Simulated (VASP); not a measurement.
# AgBr (Fm-3m) in VASP: settings compared, part 2 of 2

VASP 6.6.1. The steps go on from the part before.

## 5. Single point, PBE+U

INCAR

```
SYSTEM = AgBr
  PREC = Accurate
  ENCUT = 500
  EDIFF = 1E-6
  ISMEAR = -1
  SIGMA = 0.1
  LREAL = .False.
  LASPH = .True.
  NELM = 200
  ALGO = Normal
  ISIF = 2
  LWAVE = .False.
  LCHARG = .False.
  LMAXMIX = 4
  LDAU = .True.
  LDAUTYPE = 2
  LDAUL = 2 -1
  LDAUU = 3 0
  LDAUJ = 0 0
  LDAUPRINT = 1
  GGA = PE
  NBANDS = 16
  GGA_COMPAT = .False.
```

KPOINTS

```
Automatic mesh
0
Gamma
  5 5 5
  0 0 0
```

POSCAR

```
AgBr
1.0
    0.0000000000      2.8990140000      2.8990140000
    2.8990140000      0.0000000000      2.8990140000
    2.8990140000      2.8990140000      0.0000000000
Ag Br
1 1
Direct
    0.0000000000      0.0000000000      0.0000000000
    0.5000000000      0.5000000000      0.5000000000
```

Potentials or basis: VASP PAW PBE potentials, release 64 (Ag, Br).

The run is started by

```sh
cat potpaw_PBE.64/Ag/POTCAR potpaw_PBE.64/Br/POTCAR > POTCAR
mpirun -np 1 vasp_std > vasp.out
```

OUTCAR:

```text
SYSTEM = AgBr
   PREC = Accurate
   ENCUT = 500
   EDIFF = 1E-6
   ISMEAR = -1
   LREAL = .False.
   LASPH = .True.
   NELM = 200
   ISIF = 2
   GGA = PE

 ion  position               nearest neighbor table
   1  0.000  0.000  0.000-   2 2.90   2 2.90   2 2.90   2 2.90   2 2.90   2 2.90
   2  0.500  0.500  0.500-   1 2.90   1 2.90   1 2.90   1 2.90   1 2.90   1 2.90

  LATTYP: Found a face centered cubic cell.
 ALAT       =     5.7980280000

  Lattice vectors:

 A1 = (   0.0000000000,   2.8990140000,   2.8990140000)
 A2 = (   2.8990140000,   0.0000000000,   2.8990140000)
 A3 = (   2.8990140000,   2.8990140000,   0.0000000000)

Analysis of symmetry for initial positions (statically):
=====================================================================
 Subroutine PRICEL returns:
 Original cell was already a primitive cell.

 Routine SETGRP: Setting up the symmetry group for a
 face centered cubic supercell.

 Subroutine GETGRP returns: Found 48 space group operations
 (whereof 48 operations were pure point group operations)
 out of a pool of 48 trial point group operations.

The static configuration has the point symmetry O_h .
[... 180 lines left out ...]

  energy without entropy =       -4.20701808  energy(sigma->0) =       -4.20711642

 E-fermi :   3.5250     XC(G=0):  -9.6646

 val. band max:        2.7014295929   @ k =  -0.2000   0.2000   0.0000
 cond. band min:       4.0066143902   @ k =   0.0000   0.0000   0.0000
 fundamental gap:      1.3051847973
 Fermi energy:         3.5250303799

 k-point     1 :       0.0000    0.0000    0.0000
  band No.  band energies     occupation
      1     -11.6484      2.00000
      2      -0.4504      2.00000
      3      -0.4504      2.00000
      4      -0.4022      2.00000
      5      -0.4022      2.00000
      6      -0.4022      2.00000
[... 167 lines left out ...]
      3      -1.1438      2.00000
      4      -0.8020      2.00000
      5      -0.1491      2.00000
      6      -0.1350      2.00000
[... 8 lines left out ...]
     15      16.1304      0.00000
     16      18.4659      0.00000

------------------------ aborting loop because EDIFF is reached ----------------------------------------

  FORCE on cell =-STRESS in cart. coord.  units (eV):
  Direction    XX          YY          ZZ          XY          YZ          ZX
  --------------------------------------------------------------------------------------
  -------------------------------------------------------------------------------------
  Total        0.2787352      0.2787352      0.2787352     -0.0000000      0.0000000      0.0000000
  in kB        9.1647664      9.1647664      9.1647664     -0.0000000      0.0000000      0.0000000
  external PRESSURE =       9.1647664 kB  Pullay stress =       0.0000000 kB

 VOLUME and BASIS-vectors are now :
 -----------------------------------------------------------------------------
  energy-cutoff  :      500.00
  volume of cell :       48.73
      direct lattice vectors                 reciprocal lattice vectors
     0.000000000  2.899014000  2.899014000    -0.172472434  0.172472434  0.172472434
     2.899014000  0.000000000  2.899014000     0.172472434 -0.172472434  0.172472434
     2.899014000  2.899014000  0.000000000     0.172472434  0.172472434 -0.172472434

 POSITION                                       TOTAL-FORCE (eV/Angst)
 -----------------------------------------------------------------------------------
      0.00000      0.00000      0.00000        -0.000000      0.000000     -0.000000
      2.89901      2.89901      2.89901         0.000000     -0.000000      0.000000
 -----------------------------------------------------------------------------------
    total drift:                               -0.000000      0.000000      0.000000

  FREE ENERGIE OF THE ION-ELECTRON SYSTEM (eV)
  ---------------------------------------------------
  free  energy   TOTEN  =        -4.2072147618 eV

  energy  without entropy=       -4.2070180849  energy(sigma->0) =       -4.20711642
```

OSZICAR:

```text
N       E                     dE             d eps       ncg     rms          rms(c)
DAV:   1     0.979038104512E+02    0.97904E+02   -0.81806E+03   328   0.957E+02
DAV:   2    -0.709723713071E+00   -0.98614E+02   -0.92599E+02   384   0.217E+02
DAV:   3    -0.425208723764E+01   -0.35424E+01   -0.35366E+01   408   0.412E+01
DAV:   4    -0.427069513151E+01   -0.18608E-01   -0.18607E-01   376   0.327E+00
DAV:   5    -0.427087273626E+01   -0.17760E-03   -0.17760E-03   424   0.320E-01    0.531E+00
DAV:   6    -0.420543562273E+01    0.65437E-01   -0.88001E-02   352   0.451E+00    0.345E+00
DAV:   7    -0.420593793638E+01   -0.50231E-03   -0.55789E-02   344   0.172E+00    0.107E+00
DAV:   8    -0.420701331713E+01   -0.10754E-02   -0.56483E-03   352   0.790E-01    0.207E-01
DAV:   9    -0.420717408541E+01   -0.16077E-03   -0.63421E-04   360   0.267E-01    0.306E-02
DAV:  10    -0.420719804694E+01   -0.23962E-04   -0.32810E-05   408   0.747E-02    0.227E-02
DAV:  11    -0.420721471753E+01   -0.16671E-04   -0.21489E-05   352   0.368E-02    0.429E-03
DAV:  12    -0.420721476178E+01   -0.44253E-07   -0.22652E-07   272   0.530E-03
   1 F= -.42072148E+01 E0= -.42071164E+01  d E =-.196677E-03
```

stdout:

```text
POSCAR found type information on POSCAR AgBr
 POSCAR found :  2 types and       2 ions
 scaLAPACK will be used
 LDA part: xc-table for (Slater+PW92), standard interpolation
 POSCAR, INCAR and KPOINTS ok, starting setup
 FFT: planning ... GRIDC
 FFT: planning ... GRID_SOFT
 FFT: planning ... GRID
 WAVECAR not read
 entering main loop
```

It used 16 s of CPU time on 1 thread of Intel Xeon 8259CL, on a shared host.

Results:

```
Free energy            : -4.2072 eV
Pressure               : 0.9 GPa
Band gap on the k mesh : 1.31 eV, indirect (least direct gap 2.59 eV)
```

Eigenvalues of the final occupation matrices:
```
    site  spin  trace               eigenvalues
site 1 d     1   4.75  0.95 0.95 0.95 0.96 0.96
site 1 d     2   4.75  0.95 0.95 0.95 0.96 0.96
```

A k mesh can miss the band edges.

## 6. The runs side by side

```tsv
level	U	smearing	gap on the mesh (eV)	pressure (GPa)
PBE	-	fermi-dirac 0.1 eV	0.81	0.9
PBE+D4	-	tetrahedron	0.81	-1.4
PBE+U	Ag d U = 3.0 eV	fermi-dirac 0.1 eV	1.31	0.9
```

Alike in all rows: task single point; potentials or basis VASP PAW PBE potentials, release 64 (Ag, Br); no spin polarisation; cell as given; k mesh 5 × 5 × 5; cutoff (eV) 500.

On the cell as given the gap runs from 0.81 eV (PBE+D4) to 1.31 eV (PBE+U). The pressure there spans -1.4 GPa (PBE+D4) to 0.9 GPa (PBE); a positive pressure means that this level wants a larger cell, a negative one a smaller.

Absolute energies hang on the potentials; compare differences alone.
